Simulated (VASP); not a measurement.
# Na (Fmmm) in VASP: a series of runs

Na is run at these levels: PBE; tasks: single point.

Program: VASP 6.6.1. These are calculated values, not measurements. Logs are shortened: lines on timing, memory, paths and dates and some standing lists are left out, and cuts for length are marked.

## (1) The cell of the first run

It takes space group Fmmm (No. 69, orthorhombic). Conventional cell: a = 4.235 Å, b = 5.810 Å, c = 6.169 Å, α = 90.00°, β = 90.00°, γ = 90.00°. Within 4.7 Å of Na (site symmetry mmm) lie 14 Na at 3.59 to 4.24 Å.

## (2) Single point, PBE (strain -0.0600 x Voigt [0, 0, 0, 0, 0, 1])

File INCAR:

```
  PREC = Accurate
  ENCUT = 520
  EDIFF = 1E-6
  ISMEAR = 0
  SIGMA = 0.15
  LREAL = False
  LASPH = True
  NELM = 100
  ALGO = Fast
  ISIF = 2
  LWAVE = False
  LCHARG = False
  GGA = PE
  NBANDS = 10
```

File KPOINTS:

```
Automatic mesh
0
Gamma
  16 16 16
```

File POSCAR:

```
Na
1.0
   -2.1810250000      2.1810250000      2.1175000000
    2.1810250000     -2.1810250000      2.1175000000
    2.0539750000      2.0539750000     -2.1175000000
Na
1
Direct
    0.0000000000      0.0000000000      0.0000000000
```

Potentials or basis: VASP PAW PBE potentials, release 64 (Na_pv).

The run is started by

```bash
$ cat potpaw_PBE.64/Na_pv/POTCAR > POTCAR
$ mpirun -np 1 vasp_std > vasp.out
```

OUTCAR:

```text
PREC = Accurate
   ENCUT = 520
   EDIFF = 1E-6
   ISMEAR = 0
   LREAL = False
   LASPH = True
   NELM = 100
   ISIF = 2
   GGA = PE

 ion  position               nearest neighbor table
   1  0.000  0.000  0.000-

  LATTYP: Found a face centered orthorhombic cell.
 ALAT       =     4.2350000000
 B/A-ratio  =     1.3717871555
 C/A-ratio  =     1.4566399692

  Lattice vectors:

 A1 = (  -0.1270500000,   4.2350000000,   0.0000000000)
 A2 = (  -2.1810250000,   2.1810250000,   2.1175000000)
 A3 = (   2.0539750000,   2.0539750000,   2.1175000000)

Analysis of symmetry for initial positions (statically):
=====================================================================
 Subroutine PRICEL returns:
 Original cell was already a primitive cell.

 Routine SETGRP: Setting up the symmetry group for a
 face centered orthorhombic supercell.

 Subroutine GETGRP returns: Found  8 space group operations
 (whereof  8 operations were pure point group operations)
 out of a pool of  8 trial point group operations.

The static configuration has the point symmetry D_2h.

Analysis of symmetry for dynamics (positions and initial velocities):
=====================================================================
 Subroutine PRICEL returns:
 Original cell was already a primitive cell.

 Routine SETGRP: Setting up the symmetry group for a
 face centered orthorhombic supercell.

 Subroutine GETGRP returns: Found  8 space group operations
 (whereof  8 operations were pure point group operations)
 out of a pool of  8 trial point group operations.

The dynamic configuration has the point symmetry D_2h.

 Subroutine INISYM returns: Found  8 space group operations
 (whereof  8 operations are pure point group operations),
 and found     1 'primitive' translations

----------------------------------------------------------------------------------------

                                     Primitive cell

  volume of cell :      37.9437

  direct lattice vectors                    reciprocal lattice vectors
    -2.181025000  2.181025000  2.117500000     0.007090206  0.236340215  0.236127509
     2.181025000 -2.181025000  2.117500000     0.236340215  0.007090206  0.236127509
     2.053975000  2.053975000 -2.117500000     0.243430421  0.243430421  0.000000000

  length of vectors
     3.741329490  3.741329490  3.594639461     0.334160394  0.334160394  0.344262604

  position of ions in fractional coordinates (direct lattice)
     0.000000000  0.000000000  0.000000000

[... 75 lines left out ...]
   EDIFF  = 0.1E-05   stopping-criterion for ELM
   LREAL  =      F    real-space projection
   EDIFFG = 0.1E-04   stopping-criterion for IOM
   NSW    =      0    number of steps for IOM
   IBRION =     -1    ionic relax: 0-MD 1-quasi-New 2-CG
   NFREE  =      0    steps in history (QN), initial steepest desc. (CG)
   ISIF   =      2    stress and relaxation
   ISYM   =      2    0-nonsym 1-usesym 2-fastsym
   POTIM  = 0.5000    time-step for ionic-motion
   TEBEG  =    0.0;   TEEND  =   0.0 temperature during run
   PSTRESS=    0.0 pullay stress
   NELECT =       7.0000    total number of electrons
   NUPDOWN=      -1.0000    fix difference up-down
   EMIN   =  10.00;   EMAX   =-10.00  energy-range for DOS
   EFERMI =   0.00;   METHOD = LEGACY
   ISMEAR =     0;   SIGMA  =   0.15  broadening in eV -4-tet -1-fermi 0-gaus
   EFERMI_NEDOS =   21; number of points for ismear=-14 and -15
   IALGO  =     68    algorithm
   IMIX   =      4    mixing-type and parameters
     AMIX     =   0.40;   BMIX     =  1.00
     AMIX_MAG =   1.60;   BMIX_MAG =  1.00
  volume/ion in A,a.u.               =      37.94       256.06
  Fermi-wavevector in a.u.,A,eV,Ry     =   0.931954  1.761138 11.817179  0.868538
  Thomas-Fermi vector in A             =   2.058501
   LORBIT       =      0    0 simple, 1 ext, 2 COOP (PROOUT), +10 PAW based schemes
   GGA     = PE    functional components
   LHFCALC =     F    Hartree Fock is set to
   AEXX    =    0.0000 exact exchange contribution
   IVDW    =     0    specifies the selected vdW correction
   LEPSILON=     F    determine dielectric tensor
   LRPA    =     F    only Hartree local field effects (RPA)
 non-spin polarized calculation
 RMM-DIIS sequential band-by-band and
 Gauss-broadening in eV      SIGMA  =   0.15
  energy-cutoff  :      520.00
  volume of cell :       37.94
 maximum number of plane-waves:      1056
   NGX = 13   NGY = 13   NGZ = 13

 number of electron       7.0000004 magnetization

 Free energy of the ion-electron system (eV)
  ---------------------------------------------------
  ext. energy  EPLUGINS =         0.00000000
  ---------------------------------------------------
  free energy    TOTEN  =        -1.31091204 eV

  energy without entropy =       -1.30576901  energy(sigma->0) =       -1.30834053

 E-fermi :   0.2708     XC(G=0):  -6.4418

 val. band max:        0.2693298891   @ k =  -0.1875  -0.3750   0.1250
 cond. band min:       0.2919925667   @ k =   0.1250   0.0625   0.3125
 fundamental gap:      0.0226626776
 Fermi energy:         0.2708424313

 k-point     1 :       0.0000    0.0000    0.0000
  band No.  band energies     occupation
      1     -24.6594      2.00000
      2     -24.6587      2.00000
      3     -24.6580      2.00000
      4      -2.9661      2.00000
      5      11.4324      0.00000
      6      11.7070      0.00000
      7      12.0049      0.00000
      8      12.5492      0.00000
      9      12.8493      0.00000
     10      13.3111      0.00000
[... 287 lines left out ...]
 k-point    24 :      -0.0625    0.0625    0.0000
  band No.  band energies     occupation
      1     -24.6594      2.00000
      2     -24.6591      2.00000
      3     -24.6590      2.00000
      4      -2.9023      2.00000
      5      10.2137      0.00000
      6      11.3139      0.00000
      7      11.7266      0.00000
      8      12.2702      0.00000
      9      12.9538      0.00000
     10      13.5671      0.00000

 [... further k-points ...]
[... 5 lines left out ...]
  --------------------------------------------------------------------------------------
  -------------------------------------------------------------------------------------
  Total       -0.0709686     -0.0709686     -0.0618764      0.0898805      0.0000000      0.0000000
  in kB       -2.9966612     -2.9966612     -2.6127416      3.7952203      0.0000000      0.0000000
  external PRESSURE =      -2.8686880 kB  Pullay stress =       0.0000000 kB

 VOLUME and BASIS-vectors are now :
 -----------------------------------------------------------------------------
  energy-cutoff  :      520.00
  volume of cell :       37.94
      direct lattice vectors                 reciprocal lattice vectors
    -2.181025000  2.181025000  2.117500000     0.007090206  0.236340215  0.236127509
     2.181025000 -2.181025000  2.117500000     0.236340215  0.007090206  0.236127509
     2.053975000  2.053975000 -2.117500000     0.243430421  0.243430421  0.000000000

 POSITION                                       TOTAL-FORCE (eV/Angst)
 -----------------------------------------------------------------------------------
      0.00000      0.00000      0.00000         0.000000     -0.000000      0.000000
 -----------------------------------------------------------------------------------
    total drift:                               -0.000000     -0.000000     -0.000000

  FREE ENERGIE OF THE ION-ELECTRON SYSTEM (eV)
  ---------------------------------------------------
  free  energy   TOTEN  =        -1.3109120439 eV

  energy  without entropy=       -1.3057690082  energy(sigma->0) =       -1.30834053
```

stdout:

```text
POSCAR found type information on POSCAR Na
 POSCAR found :  1 types and       1 ions
 scaLAPACK will be used
 LDA part: xc-table for (Slater+PW92), standard interpolation
 POSCAR, INCAR and KPOINTS ok, starting setup
 FFT: planning ... GRIDC
 FFT: planning ... GRID_SOFT
 FFT: planning ... GRID
 WAVECAR not read
 entering main loop
WARNING in EDDRMM: call to ZHEGV failed, returncode =   8  4      9
```

It took 66 s on 1 thread of Intel Xeon 6975P-C (Granite Rapids), shared host; peak memory 0.3 GiB.

Results:

```yaml
Free_energy: -1.3109 eV
Pressure: -0.3 GPa
```

Caveat: the cell differs from its parent crystal (strain -0.0600 x Voigt [0, 0, 0, 0, 0, 1]).

## (3) Single point, PBE (strain +0.0450 x Voigt [0, 0, 0, 0, 0, 1])

File INCAR:

```
SYSTEM = Na
PREC = Accurate
ENCUT = 520
EDIFF = 1E-6
ISMEAR = 0
SIGMA = 0.15
LREAL = .FALSE.
LASPH = .TRUE.
NELM = 60
ALGO = Fast
ISIF = 2
LWAVE = .FALSE.
LCHARG = .FALSE.
GGA = PE
NBANDS = 10
```

File KPOINTS:

```
regular mesh
0
G
  16 16 16
  0 0 0
```

File POSCAR:

```
Na
1.0
   -2.0698562500      2.0698562500      2.1175000000
    2.0698562500     -2.0698562500      2.1175000000
    2.1651437500      2.1651437500     -2.1175000000
Na
1
Direct
    0.0000000000      0.0000000000      0.0000000000
```

Potentials or basis: VASP PAW PBE potentials, release 64 (Na_pv).

The run is started by

```bash
$ cat potpaw_PBE.64/Na_pv/POTCAR > POTCAR
$ mpirun -np 1 vasp_std > vasp.out
```

Wall time 61 s (1 thread of Intel Xeon 6975P-C (Granite Rapids), shared host); peak memory 0.3 GiB.

The run converged. Its results:

```yaml
Free_energy: -1.3121 eV
Pressure: -0.3 GPa
```

Stress tensor (GPa, compression positive):
```
-0.30 -0.28  0.00
-0.28 -0.30  0.00
 0.00  0.00 -0.28
```

Levels at points of the mesh, in eV from the Fermi level:
```csv
k point,band 1,band 2,band 3,band 4,band 5,band 6,band 7
"(0.00, 0.00, 0.00)",-24.93,-24.93,-24.93,-3.23,11.31,11.47,11.69
"(0.50, 0.00, 0.00)",-24.96,-24.94,-24.93,0.75,1.19,8.06,8.68
"(0.50, 0.50, 0.00)",-24.96,-24.94,-24.92,0.92,1.39,7.98,8.77
"(0.00, 0.00, 0.50)",-24.95,-24.93,-24.93,0.59,0.98,8.23,9.21
"(0.50, 0.50, 0.50)",-24.95,-24.95,-24.94,4.47,4.49,4.77,4.81
```

Caveat: the cell differs from its parent crystal (strain +0.0450 x Voigt [0, 0, 0, 0, 0, 1]).
